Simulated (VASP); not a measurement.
Set up this calculation in VASP 6.6.1, as the native input.

- Task: single point
- Functional: PBE
- Potentials or basis: VASP PAW PBE potentials, release 64 (K_sv, Br)
- Cutoff: 520 eV
- k mesh: 4 × 4 × 4
- Occupations: gaussian, width 0.01 eV
- Spin: no spin polarisation
- Dipole correction: no
- Further INCAR settings: ALGO = Normal; EDIFF = 1e-07; NBANDS = 15

The structure of KBr lies in POSCAR:

```
KBr
1.0
    0.0000000000      3.3022478065      3.3517815236
    3.3022478065      0.0000000000      3.3517815236
    3.3022478065      3.3022478065      0.0000000000
K Br
1 1
Direct
    0.0000000000      0.0000000000      0.0000000000
    0.5000000000      0.5000000000      0.5000000000
```

This cell differs from its parent crystal: uniaxial z strain +1.5%.

The input as run:

INCAR

```
PREC = Accurate
ENCUT = 520
EDIFF = 1E-7
ISMEAR = 0
SIGMA = 0.01
LREAL = False
LASPH = True
NELM = 80
ALGO = Normal
ISIF = 2
LWAVE = False
LCHARG = True
GGA = PE
LELF = True
LVHAR = True
NBANDS = 15
```

KPOINTS

```
Automatic mesh
0
Gamma
  4 4 4
```

Potentials or basis: VASP PAW PBE potentials, release 64 (K_sv, Br).

The run is started by

```sh
$ cat potpaw_PBE.64/K_sv/POTCAR potpaw_PBE.64/Br/POTCAR > POTCAR
$ mpirun -np 1 vasp_std > vasp.out
```

It gave:

```yaml
Pressure: 0.5 GPa
Band_gap_on_the_k_mesh: 4.39 eV, direct
```

Caveat: the cell differs from its parent crystal (uniaxial z strain +1.5%).

Wall time 11 s on 1 thread of Intel(R) Xeon(R) 6975P-C (Granite Rapids), with other jobs on the host, peak memory 0.2 GiB.
